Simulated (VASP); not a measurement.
# B (P6_3/mmc) in VASP: further runs

Runs on B. Level: revPBE. Tasks: single point.

All numbers are computed with VASP 6.6.1; they aren't measurements. Logs are shortened: lines on timing, memory, paths and dates and some standing lists are left out, and cuts for length are marked.

**1. The cell of the first run**

The structure is hexagonal, space group P6_3/mmc (No. 194). Conventional cell: a = 1.651 Å, b = 1.651 Å, c = 10.428 Å, α = 90.00°, β = 90.00°, γ = 120.00°. B (site symmetry -6m2) has 6 B at 1.65 Å within 2.2 Å.

This isn't the form of B at room conditions, which is rhombohedral.

**2. Single point, revPBE (12.31 Å³/atom)**

The input, INCAR:

```
PREC     = Accurate       # precision mode
ENCUT    = 520            # plane-wave cutoff, eV
EDIFF    = 1E-7           # SCF threshold, eV
ISMEAR   = -1             # smearing method
SIGMA    = 0.1            # smearing width, eV
LREAL    = False          # projectors in reciprocal space
LASPH    = True           # aspherical terms in the spheres
NELM     = 100            # most SCF steps
ALGO     = Normal         # electronic algorithm
ISIF     = 2              # what is computed and relaxed
LWAVE    = False          # write WAVECAR
LCHARG   = True           # write CHGCAR
GGA      = RE             # functional
LELF     = True           # ELF
LVHAR    = True         
NBANDS   = 10             # bands
```

The input, KPOINTS:

```
Automatic mesh
0
Gamma
  23 23 4
```

The input, POSCAR:

```
B
1.0
    1.6509830143      0.0000000000      0.0000000000
   -0.8254915071      1.4297932316      0.0000000000
    0.0000000000      0.0000000000     10.4283929924
B
2
Direct
    0.3333333333      0.6666666667      0.2500000000
    0.6666666667      0.3333333333      0.7500000000
```

Potentials or basis: VASP PAW PBE potentials, release 64 (B).

Command:

```
$ cat potpaw_PBE.64/B/POTCAR > POTCAR
$ mpirun -np 1 vasp_std > vasp.out
```

OUTCAR:

```text
PREC = Accurate
   ENCUT = 520
   EDIFF = 1E-7
   ISMEAR = -1
   LREAL = False
   LASPH = True
   NELM = 100
   ISIF = 2
   GGA = RE

 ion  position               nearest neighbor table
   1  0.333  0.667  0.250-
   2  0.667  0.333  0.750-

  LATTYP: Found a hexagonal cell.
 ALAT       =     1.6509830143
 C/A-ratio  =     6.3164750346

  Lattice vectors:

 A1 = (   1.6509830143,   0.0000000000,   0.0000000000)
 A2 = (  -0.8254915071,   1.4297932316,   0.0000000000)
 A3 = (   0.0000000000,   0.0000000000,  10.4283929924)

Analysis of symmetry for initial positions (statically):
=====================================================================
 Subroutine PRICEL returns:
 Original cell was already a primitive cell.

 Routine SETGRP: Setting up the symmetry group for a
 hexagonal supercell.

 Subroutine GETGRP returns: Found 24 space group operations
 (whereof 12 operations were pure point group operations)
 out of a pool of 24 trial point group operations.

The static configuration has the point symmetry D_3d.
 The point group associated with its full space group is D_6h.

Analysis of symmetry for dynamics (positions and initial velocities):
=====================================================================
 Subroutine PRICEL returns:
 Original cell was already a primitive cell.

 Routine SETGRP: Setting up the symmetry group for a
 hexagonal supercell.

 Subroutine GETGRP returns: Found 24 space group operations
 (whereof 12 operations were pure point group operations)
 out of a pool of 24 trial point group operations.

The dynamic configuration has the point symmetry D_3d.
 The point group associated with its full space group is D_6h.

 Subroutine INISYM returns: Found 24 space group operations
 (whereof 12 operations are pure point group operations),
 and found     1 'primitive' translations

----------------------------------------------------------------------------------------

                                     Primitive cell

  volume of cell :      24.6169

  direct lattice vectors                    reciprocal lattice vectors
     1.650983014  0.000000000  0.000000000     0.605699751  0.349700914  0.000000000
    -0.825491507  1.429793232  0.000000000     0.000000000  0.699401828  0.000000000
     0.000000000  0.000000000 10.428392992     0.000000000  0.000000000  0.095892052

  length of vectors
     1.650983014  1.650983014 10.428392992     0.699401828  0.699401828  0.095892052

  position of ions in fractional coordinates (direct lattice)
     0.333333333  0.666666667  0.250000000
     0.666666667  0.333333333  0.750000000

  ion indices of the primitive-cell ions
   primitive index   ion index
                 1           1
                 2           2

----------------------------------------------------------------------------------------

 KPOINTS: Automatic mesh

Automatic generation of k-mesh.
 Grid dimensions read from file:
 generate k-points for:   23   23    4

 Generating k-lattice:

  Cartesian coordinates                     Fractional coordinates (reciprocal lattice)
     0.026334772  0.015204388  0.000000000     0.043478261 -0.000000000  0.000000000
     0.000000000  0.030408775  0.000000000     0.000000000  0.043478261  0.000000000
     0.000000000  0.000000000  0.023973013     0.000000000  0.000000000  0.250000000

  Length of vectors
     0.030408775  0.030408775  0.023973013

  Shift w.r.t. Gamma in fractional coordinates (k-lattice)
     0.000000000  0.000000000  0.000000000

 Subroutine IBZKPT returns following result:
 ===========================================

 Found    168 irreducible k-points:

 Following reciprocal coordinates:
            Coordinates               Weight
  0.000000  0.000000  0.000000      1.000000
  0.043478 -0.000000  0.000000      6.000000
  0.086957 -0.000000  0.000000      6.000000
  0.130435  0.000000  0.000000      6.000000
  0.173913 -0.000000  0.000000      6.000000
  0.217391 -0.000000  0.000000      6.000000
[... 16 lines left out ...]
  0.478261  0.043478  0.000000      6.000000
  0.086957  0.086957  0.000000      6.000000
 [... further k-points ...]
   k-points           NKPTS =    168   k-points in BZ     NKDIM =    168   number of bands    NBANDS=     10
   number of dos      NEDOS =    301   number of ions     NIONS =      2
   total plane-waves  NPLWV =  11520
   dimension x,y,z NGX =    12 NGY =   12 NGZ =   80
   dimension x,y,z NGXF=    24 NGYF=   24 NGZF=  160
   ions per type =               2
   NGX,Y,Z   is equivalent  to a cutoff of  12.08, 12.08, 12.75 a.u.
   NGXF,Y,Z  is equivalent  to a cutoff of  24.17, 24.17, 25.51 a.u.
 SYSTEM =  unknown system
   PREC   = accura    normal or accurate (medium, high low for compatibility)
   ISTART =      0    job   : 0-new  1-cont  2-samecut
   ICHARG =      2    charge: 1-file 2-atom 10-const
   ISPIN  =      1    spin polarized calculation?
   LNONCOLLINEAR =      F non collinear calculations
   LSORBIT =      F    spin-orbit coupling
   LASPH  =      T    aspherical Exc in radial PAW
   ENCUT  =  520.0 eV  38.22 Ry    6.18 a.u.   3.07  3.07 19.39*2*pi/ulx,y,z
   NELM   =    100;   NELMIN=  2; NELMDL= -5     # of ELM steps
   EDIFF  = 0.1E-06   stopping-criterion for ELM
   LREAL  =      F    real-space projection
   EDIFFG = 0.1E-05   stopping-criterion for IOM
   NSW    =      0    number of steps for IOM
   IBRION =     -1    ionic relax: 0-MD 1-quasi-New 2-CG
   NFREE  =      0    steps in history (QN), initial steepest desc. (CG)
   ISIF   =      2    stress and relaxation
   ISYM   =      2    0-nonsym 1-usesym 2-fastsym
   POTIM  = 0.5000    time-step for ionic-motion
   TEBEG  =    0.0;   TEEND  =   0.0 temperature during run
   PSTRESS=    0.0 pullay stress
   NELECT =       6.0000    total number of electrons
   NUPDOWN=      -1.0000    fix difference up-down
   EMIN   =  10.00;   EMAX   =-10.00  energy-range for DOS
   EFERMI =   0.00;   METHOD = LEGACY
   ISMEAR =    -1;   SIGMA  =   0.10  broadening in eV -4-tet -1-fermi 0-gaus
   EFERMI_NEDOS =   21; number of points for ismear=-14 and -15
   IALGO  =     38    algorithm
   IMIX   =      4    mixing-type and parameters
     AMIX     =   0.40;   BMIX     =  1.00
     AMIX_MAG =   1.60;   BMIX_MAG =  1.00
  volume/ion in A,a.u.               =      12.31        83.06
  Fermi-wavevector in a.u.,A,eV,Ry     =   1.022620  1.932471 14.228308  1.045751
  Thomas-Fermi vector in A             =   2.156309
   LORBIT       =      0    0 simple, 1 ext, 2 COOP (PROOUT), +10 PAW based schemes
   GGA     = RE    functional components
   LHFCALC =     F    Hartree Fock is set to
   AEXX    =    0.0000 exact exchange contribution
   IVDW    =     0    specifies the selected vdW correction
   LEPSILON=     F    determine dielectric tensor
   LRPA    =     F    only Hartree local field effects (RPA)
 non-spin polarized calculation
  energy-cutoff  :      520.00
  volume of cell :       24.62
 maximum number of plane-waves:       691
   NGX =  7   NGY =  7   NGZ = 39

 number of electron       6.0000000 magnetization

 Free energy of the ion-electron system (eV)
  ---------------------------------------------------
  ext. energy  EPLUGINS =         0.00000000
  ---------------------------------------------------
  free energy    TOTEN  =       -11.40353796 eV

  energy without entropy =      -11.39101838  energy(sigma->0) =      -11.39727817

 E-fermi :   3.1166     XC(G=0):  -7.7341

 val. band max:        3.1110848709   @ k =   0.3478  -0.0000   0.2500
 cond. band min:       3.1292264186   @ k =   0.3478  -0.0000   0.0000
 fundamental gap:      0.0181415477
 Fermi energy:         3.1166029950

 k-point     1 :       0.0000    0.0000    0.0000
  band No.  band energies     occupation
      1     -14.7649      2.00000
      2     -14.7563      2.00000
      3      -5.4118      2.00000
      4      -5.2700      2.00000
      5       4.7629      0.00000
      6       7.2510      0.00000
      7       8.5831      0.00000
      8      14.2041      0.00000
      9      17.6149      0.00000
     10      25.4678      0.00000

 k-point     2 :       0.0435   -0.0000    0.0000
  band No.  band energies     occupation
      1     -14.6753      2.00000
      2     -14.6667      2.00000
      3      -5.2776      2.00000
      4      -5.1360      2.00000
      5       4.8907      0.00000
      6       7.3878      0.00000
      7       8.6952      0.00000
      8      14.3370      0.00000
      9      17.7006      0.00000
     10      25.5923      0.00000

 k-point     3 :       0.0870   -0.0000    0.0000
  band No.  band energies     occupation
      1     -14.4067      2.00000
      2     -14.3985      2.00000
      3      -4.8749      2.00000
      4      -4.7340      2.00000
      5       5.2735      0.00000
      6       7.7979      0.00000
      7       9.0299      0.00000
      8      14.7349      0.00000
      9      17.9451      0.00000
     10      25.9628      0.00000

 k-point     4 :       0.1304    0.0000    0.0000
  band No.  band energies     occupation
      1     -13.9606      2.00000
      2     -13.9530      2.00000
      3      -4.2049      2.00000
      4      -4.0651      2.00000
      5       5.9087      0.00000
      6       8.4807      0.00000
      7       9.5783      0.00000
      8      15.3954      0.00000
      9      18.2921      0.00000
     10      25.6494      0.00000
[... 222 lines left out ...]
 k-point    22 :       0.4348    0.0435    0.0000
  band No.  band energies     occupation
      1      -6.5544      2.00000
      2      -6.5535      2.00000
      3       5.5023      0.00000
      4       5.5121      0.00000
      5       8.3326      0.00000
      6       8.4032      0.00000
      7      17.3144      0.00000
      8      17.5728      0.00000
      9      19.4880      0.00000
     10      20.1540      0.00000

 k-point    23 :       0.4783    0.0435    0.0000
  band No.  band energies     occupation
      1      -6.1849      2.00000
      2      -6.1845      2.00000
      3       4.9506      0.00000
      4       4.9570      0.00000
      5       9.3744      0.00000
      6       9.4000      0.00000
      7      16.2157      0.00000
      8      16.3921      0.00000
      9      20.0841      0.00000
     10      20.1176      0.00000

 k-point    24 :       0.0870    0.0870    0.0000
  band No.  band energies     occupation
      1     -13.6933      2.00000
      2     -13.6860      2.00000
      3      -3.8035      2.00000
      4      -3.6645      2.00000
      5       6.2891      0.00000
      6       8.8900      0.00000
      7       9.9056      0.00000
      8      15.7900      0.00000
      9      18.4987      0.00000
     10      25.5196      0.00000

 [... further k-points ...]

------------------------ aborting loop because EDIFF is reached ----------------------------------------

  FORCE on cell =-STRESS in cart. coord.  units (eV):
  Direction    XX          YY          ZZ          XY          YZ          ZX
  --------------------------------------------------------------------------------------
  -------------------------------------------------------------------------------------
  Total        4.0367509      4.0367509      0.0008094      0.0000000     -0.0000000      0.0000000
  in kB      262.7297797    262.7297797      0.0526774      0.0000000     -0.0000000      0.0000000
  external PRESSURE =     175.1707456 kB  Pullay stress =       0.0000000 kB

 VOLUME and BASIS-vectors are now :
 -----------------------------------------------------------------------------
  energy-cutoff  :      520.00
  volume of cell :       24.62
      direct lattice vectors                 reciprocal lattice vectors
     1.650983014  0.000000000  0.000000000     0.605699751  0.349700914  0.000000000
    -0.825491507  1.429793232  0.000000000     0.000000000  0.699401828  0.000000000
     0.000000000  0.000000000 10.428392992     0.000000000  0.000000000  0.095892052

 POSITION                                       TOTAL-FORCE (eV/Angst)
 -----------------------------------------------------------------------------------
     -0.00000      0.95320      2.60710        -0.000000      0.000000      0.000000
      0.82549      0.47660      7.82129         0.000000     -0.000000      0.000000
 -----------------------------------------------------------------------------------
    total drift:                                0.000000     -0.000000      0.000000

  FREE ENERGIE OF THE ION-ELECTRON SYSTEM (eV)
  ---------------------------------------------------
  free  energy   TOTEN  =       -11.4035379563 eV

  energy  without entropy=      -11.3910183788  energy(sigma->0) =      -11.39727817
```

Run time: 40 s. Hardware: 1 thread of AMD EPYC 7R43 (Zen 3), shared host; peak memory 0.11 GiB.

Results:

| Item | Value |
| --- | --- |
| Free energy | -11.4035 eV |
| Pressure | 17.5 GPa |
| Band gap on the k mesh | zero (bands 3 and 4 overlap by 12.03 eV) |

Caveat: the cell stands under pressure; the PAW data sets were made with another functional, which shifts forces and pressure a little; this functional lacks dispersion, which binds the layers, so the pressure and a relaxed spacing across them are unreliable.

(Part 1 of 3 ends here.)
